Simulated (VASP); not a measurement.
# Sb2W (fluorite type) (Fm-3m) in VASP: notebook

Runs on Sb2W (fluorite type). Level: PBE. Tasks: single point, relaxation of cell and atoms.

All numbers are computed with VASP 6.6.1; they aren't measurements. Logs are shortened: lines on timing, memory, paths and dates and some standing lists are left out, and cuts for length are marked.

### 1 The cell of the first run

The structure is cubic, space group Fm-3m (No. 225). The conventional cell has a = 6.623 Å, b = 6.623 Å, c = 6.623 Å, α = 90.00°, β = 90.00°, γ = 90.00°. Within 3.8 Å of W (site symmetry m-3m) lie 8 Sb at 2.87 Å. Sb (site symmetry -43m) has 4 W at 2.87 Å and 6 Sb at 3.31 Å within 3.8 Å.

### 2 Single point, PBE

Input file INCAR:

```
  ALGO = Normal
  EDIFF = 1E-6
  ENCUT = 520
  GGA = PE
  ISIF = 2
  ISMEAR = -1
  LASPH = True
  LCHARG = True
  LELF = True
  LREAL = False
  LVHAR = True
  LWAVE = False
  NBANDS = 19
  NELM = 80
  PREC = Accurate
  SIGMA = 0.08
```

Input file KPOINTS:

```
k-points
0
Gamma
  10 10 10
```

Input file POSCAR:

```
Sb2W
1.0
    0.0000000000      3.3115767038      3.3115767038
    3.3115767038      0.0000000000      3.3115767038
    3.3115767038      3.3115767038      0.0000000000
W Sb
1 2
Direct
    0.0000000000      0.0000000000      0.0000000000
    0.2500000000      0.2500000000      0.2500000000
    0.7500000000      0.7500000000      0.7500000000
```

Potentials or basis: VASP PAW PBE potentials, release 64 (W_sv, Sb).

Started as:

```
$ cat potpaw_PBE.64/W_sv/POTCAR potpaw_PBE.64/Sb/POTCAR > POTCAR
$ mpirun -np 1 vasp_std > vasp.out
```

OUTCAR:

```text
EDIFF = 1E-6
   ENCUT = 520
   GGA = PE
   ISIF = 2
   ISMEAR = -1
   LASPH = True
   LREAL = False
   NELM = 80
   PREC = Accurate

 ion  position               nearest neighbor table
   1  0.000  0.000  0.000-   3 2.87   3 2.87   3 2.87   2 2.87   3 2.87   2 2.87   2 2.87   2 2.87

   2  0.250  0.250  0.250-   1 2.87   1 2.87   1 2.87   1 2.87   3 3.31   3 3.31   3 3.31   3 3.31
                             3 3.31   3 3.31
   3  0.750  0.750  0.750-   1 2.87   1 2.87   1 2.87   1 2.87   2 3.31   2 3.31   2 3.31   2 3.31
                             2 3.31   2 3.31

  LATTYP: Found a face centered cubic cell.
 ALAT       =     6.6231534076

  Lattice vectors:

 A1 = (   0.0000000000,   3.3115767038,   3.3115767038)
 A2 = (   3.3115767038,   0.0000000000,   3.3115767038)
 A3 = (   3.3115767038,   3.3115767038,   0.0000000000)

Analysis of symmetry for initial positions (statically):
=====================================================================
 Subroutine PRICEL returns:
 Original cell was already a primitive cell.

 Routine SETGRP: Setting up the symmetry group for a
 face centered cubic supercell.

 Subroutine GETGRP returns: Found 48 space group operations
 (whereof 48 operations were pure point group operations)
 out of a pool of 48 trial point group operations.

The static configuration has the point symmetry O_h .

Analysis of symmetry for dynamics (positions and initial velocities):
=====================================================================
 Subroutine PRICEL returns:
 Original cell was already a primitive cell.

 Routine SETGRP: Setting up the symmetry group for a
 face centered cubic supercell.

 Subroutine GETGRP returns: Found 48 space group operations
 (whereof 48 operations were pure point group operations)
 out of a pool of 48 trial point group operations.

The dynamic configuration has the point symmetry O_h .

 Subroutine INISYM returns: Found 48 space group operations
 (whereof 48 operations are pure point group operations),
 and found     1 'primitive' translations

----------------------------------------------------------------------------------------

                                     Primitive cell

  volume of cell :      72.6331

  direct lattice vectors                    reciprocal lattice vectors
     0.000000000  3.311576704  3.311576704    -0.150985481  0.150985481  0.150985481
     3.311576704  0.000000000  3.311576704     0.150985481 -0.150985481  0.150985481
     3.311576704  3.311576704  0.000000000     0.150985481  0.150985481 -0.150985481

  length of vectors
     4.683276687  4.683276687  4.683276687     0.261514524  0.261514524  0.261514524

  position of ions in fractional coordinates (direct lattice)
     0.000000000  0.000000000  0.000000000
     0.250000000  0.250000000  0.250000000
     0.750000000  0.750000000  0.750000000

  ion indices of the primitive-cell ions
   primitive index   ion index
                 1           1
                 2           2
                 3           3

----------------------------------------------------------------------------------------

 KPOINTS: k-points

Automatic generation of k-mesh.
 Grid dimensions read from file:
 generate k-points for:   10   10   10

 Generating k-lattice:

  Cartesian coordinates                     Fractional coordinates (reciprocal lattice)
    -0.015098548  0.015098548  0.015098548     0.100000000  0.000000000  0.000000000
     0.015098548 -0.015098548  0.015098548     0.000000000  0.100000000  0.000000000
     0.015098548  0.015098548 -0.015098548     0.000000000  0.000000000  0.100000000

  Length of vectors
     0.026151452  0.026151452  0.026151452

  Shift w.r.t. Gamma in fractional coordinates (k-lattice)
     0.000000000  0.000000000  0.000000000

 Subroutine IBZKPT returns following result:
 ===========================================

 Found     47 irreducible k-points:

 Following reciprocal coordinates:
            Coordinates               Weight
  0.000000  0.000000  0.000000      1.000000
  0.100000  0.000000  0.000000      8.000000
  0.200000  0.000000  0.000000      8.000000
  0.300000  0.000000  0.000000      8.000000
  0.400000  0.000000  0.000000      8.000000
  0.500000  0.000000  0.000000      4.000000
[... 16 lines left out ...]
  0.300000  0.300000  0.000000      6.000000
  0.400000  0.300000  0.000000     24.000000
 [... further k-points ...]
   k-points           NKPTS =     47   k-points in BZ     NKDIM =     47   number of bands    NBANDS=     19
   number of dos      NEDOS =    301   number of ions     NIONS =      3
   total plane-waves  NPLWV =  46656
   dimension x,y,z NGX =    36 NGY =   36 NGZ =   36
   dimension x,y,z NGXF=    72 NGYF=   72 NGZF=   72
   ions per type =               1   2
   NGX,Y,Z   is equivalent  to a cutoff of  12.78, 12.78, 12.78 a.u.
   NGXF,Y,Z  is equivalent  to a cutoff of  25.56, 25.56, 25.56 a.u.
 SYSTEM =  unknown system
   PREC   = accura    normal or accurate (medium, high low for compatibility)
   ISTART =      0    job   : 0-new  1-cont  2-samecut
   ICHARG =      2    charge: 1-file 2-atom 10-const
   ISPIN  =      1    spin polarized calculation?
   LNONCOLLINEAR =      F non collinear calculations
   LSORBIT =      F    spin-orbit coupling
   LASPH  =      T    aspherical Exc in radial PAW
   ENCUT  =  520.0 eV  38.22 Ry    6.18 a.u.   8.71  8.71  8.71*2*pi/ulx,y,z
   NELM   =     80;   NELMIN=  2; NELMDL= -5     # of ELM steps
   EDIFF  = 0.1E-05   stopping-criterion for ELM
   LREAL  =      F    real-space projection
   EDIFFG = 0.1E-04   stopping-criterion for IOM
   NSW    =      0    number of steps for IOM
   IBRION =     -1    ionic relax: 0-MD 1-quasi-New 2-CG
   NFREE  =      0    steps in history (QN), initial steepest desc. (CG)
   ISIF   =      2    stress and relaxation
   ISYM   =      2    0-nonsym 1-usesym 2-fastsym
   POTIM  = 0.5000    time-step for ionic-motion
   TEBEG  =    0.0;   TEEND  =   0.0 temperature during run
   PSTRESS=    0.0 pullay stress
   NELECT =      24.0000    total number of electrons
   NUPDOWN=      -1.0000    fix difference up-down
   EMIN   =  10.00;   EMAX   =-10.00  energy-range for DOS
   EFERMI =   0.00;   METHOD = LEGACY
   ISMEAR =    -1;   SIGMA  =   0.08  broadening in eV -4-tet -1-fermi 0-gaus
   EFERMI_NEDOS =   21; number of points for ismear=-14 and -15
   IALGO  =     38    algorithm
   IMIX   =      4    mixing-type and parameters
     AMIX     =   0.40;   BMIX     =  1.00
     AMIX_MAG =   1.60;   BMIX_MAG =  1.00
  volume/ion in A,a.u.               =      24.21       163.38
  Fermi-wavevector in a.u.,A,eV,Ry     =   1.131793  2.138779 17.428463  1.280956
  Thomas-Fermi vector in A             =   2.268493
   LORBIT       =      0    0 simple, 1 ext, 2 COOP (PROOUT), +10 PAW based schemes
   GGA     = PE    functional components
   LHFCALC =     F    Hartree Fock is set to
   AEXX    =    0.0000 exact exchange contribution
   IVDW    =     0    specifies the selected vdW correction
   LEPSILON=     F    determine dielectric tensor
   LRPA    =     F    only Hartree local field effects (RPA)
 non-spin polarized calculation
  energy-cutoff  :      520.00
  volume of cell :       72.63
 maximum number of plane-waves:      1980
   NGX = 17   NGY = 17   NGZ = 17

 number of electron      24.0000001 magnetization

 Free energy of the ion-electron system (eV)
  ---------------------------------------------------
  ext. energy  EPLUGINS =         0.00000000
  ---------------------------------------------------
  free energy    TOTEN  =       -19.23280936 eV

  energy without entropy =      -19.13770781  energy(sigma->0) =      -19.18525858

 E-fermi :   8.3294     XC(G=0): -10.6513

 val. band max:        8.3090533428   @ k =  -0.3000   0.3000   0.1000
 cond. band min:       8.3312020107   @ k =  -0.4000   0.2000   0.0000
 fundamental gap:      0.0221486680
 Fermi energy:         8.3294403576

 k-point     1 :       0.0000    0.0000    0.0000
  band No.  band energies     occupation
      1     -65.3065      2.00000
      2     -29.5429      2.00000
      3     -29.5429      2.00000
      4     -29.5429      2.00000
      5      -3.9232      2.00000
      6       2.2842      2.00000
[... 11 lines left out ...]
     18      12.9086      0.00000
     19      12.9086      0.00000

 k-point     2 :       0.1000    0.0000    0.0000
  band No.  band energies     occupation
      1     -65.3065      2.00000
      2     -29.5437      2.00000
      3     -29.5430      2.00000
      4     -29.5430      2.00000
      5      -3.8188      2.00000
      6       1.7697      2.00000
[... 11 lines left out ...]
     18      13.2367      0.00000
     19      13.2376      0.00000

 k-point     3 :       0.2000    0.0000    0.0000
  band No.  band energies     occupation
      1     -65.3065      2.00000
      2     -29.5458      2.00000
      3     -29.5434      2.00000
      4     -29.5434      2.00000
      5      -3.5127      2.00000
      6       0.9074      2.00000
[... 11 lines left out ...]
     18      13.5891      0.00000
     19      13.8800      0.00000

 k-point     4 :       0.3000    0.0000    0.0000
  band No.  band energies     occupation
      1     -65.3064      2.00000
      2     -29.5483      2.00000
      3     -29.5438      2.00000
      4     -29.5438      2.00000
      5      -3.0281      2.00000
      6       0.0534      2.00000
[... 11 lines left out ...]
     18      13.8411      0.00000
     19      14.6700      0.00000

 k-point     5 :       0.4000    0.0000    0.0000
  band No.  band energies     occupation
      1     -65.3064      2.00000
      2     -29.5504      2.00000
      3     -29.5441      2.00000
      4     -29.5441      2.00000
      5      -2.4147      2.00000
      6      -0.7472      2.00000
[... 11 lines left out ...]
     18      14.3726      0.00000
     19      15.4717      0.00000
[... 334 lines left out ...]
      2     -29.5492      2.00000
      3     -29.5462      2.00000
      4     -29.5443      2.00000
      5      -2.3104      2.00000
      6      -0.5576      2.00000
[... 11 lines left out ...]
     18      13.5830      0.00000
     19      15.1634      0.00000

 k-point    22 :      -0.2000    0.2000    0.0000
  band No.  band energies     occupation
      1     -65.3064      2.00000
      2     -29.5480      2.00000
      3     -29.5453      2.00000
      4     -29.5438      2.00000
      5      -2.8669      2.00000
      6       0.0063      2.00000
[... 11 lines left out ...]
     18      13.3241      0.00000
     19      14.2020      0.00000

 k-point    23 :       0.3000    0.3000    0.0000
  band No.  band energies     occupation
      1     -65.3064      2.00000
      2     -29.5485      2.00000
      3     -29.5449      2.00000
      4     -29.5449      2.00000
      5      -2.7358      2.00000
      6       0.1600      2.00000
[... 11 lines left out ...]
     18      12.9943      0.00000
     19      15.9894      0.00000

 k-point    24 :       0.4000    0.3000    0.0000
  band No.  band energies     occupation
      1     -65.3064      2.00000
      2     -29.5496      2.00000
      3     -29.5455      2.00000
      4     -29.5453      2.00000
      5      -2.3073      2.00000
      6      -0.1754      2.00000
[... 11 lines left out ...]
     18      13.1172      0.00000
     19      16.1753      0.00000

 [... further k-points ...]
[... 5 lines left out ...]
  --------------------------------------------------------------------------------------
  -------------------------------------------------------------------------------------
  Total       -0.0295402     -0.0295402     -0.0295402      0.0000000      0.0000000     -0.0000000
  in kB       -0.6516136     -0.6516136     -0.6516136      0.0000000      0.0000000     -0.0000000
  external PRESSURE =      -0.6516136 kB  Pullay stress =       0.0000000 kB

 VOLUME and BASIS-vectors are now :
 -----------------------------------------------------------------------------
  energy-cutoff  :      520.00
  volume of cell :       72.63
      direct lattice vectors                 reciprocal lattice vectors
     0.000000000  3.311576704  3.311576704    -0.150985481  0.150985481  0.150985481
     3.311576704  0.000000000  3.311576704     0.150985481 -0.150985481  0.150985481
     3.311576704  3.311576704  0.000000000     0.150985481  0.150985481 -0.150985481

 POSITION                                       TOTAL-FORCE (eV/Angst)
 -----------------------------------------------------------------------------------
      0.00000      0.00000      0.00000         0.000000     -0.000000      0.000000
      1.65579      1.65579      1.65579         0.000000     -0.000000     -0.000000
      4.96737      4.96737      4.96737        -0.000000      0.000000     -0.000000
 -----------------------------------------------------------------------------------
    total drift:                               -0.000000      0.000000      0.000000

  FREE ENERGIE OF THE ION-ELECTRON SYSTEM (eV)
  ---------------------------------------------------
  free  energy   TOTEN  =       -19.2328093558 eV

  energy  without entropy=      -19.1377078106  energy(sigma->0) =      -19.18525858
```

It took 43 s on 1 thread of Intel Xeon Platinum 8488C (Sapphire Rapids), shared host; peak memory 0.24 GiB.

What came out:

- Free energy: -19.2328 eV
- Pressure: -0.1 GPa
- Band gap on the k mesh: zero (bands 12 and 13 overlap by 1.99 eV)

Levels at points of the mesh, in eV from the Fermi level:
| k point | band 8 | band 9 | band 10 | band 11 | band 12 | band 13 | band 14 | band 15 | band 16 | band 17 |
| --- | --- | --- | --- | --- | --- | --- | --- | --- | --- | --- |
| (0.00, 0.00, 0.00) | -4.21 | -4.21 | -0.53 | -0.53 | 1.75 | 1.75 | 1.75 | 3.69 | 3.69 | 3.69 |
| (0.50, 0.00, 0.00) | -3.41 | -2.76 | -1.37 | -1.37 | -0.77 | -0.25 | -0.25 | 2.51 | 4.55 | 4.55 |
| (0.50, 0.50, 0.00) | -3.73 | -3.73 | -1.16 | -1.16 | -1.10 | 0.01 | 2.36 | 4.31 | 4.67 | 5.75 |

Caveat: spin-orbit coupling is left out, which moves the levels of the heavy elements.

(Part 1 of 2 ends here.)

The gap in the log of VASP goes by the Fermi energy; the results here count the filled bands.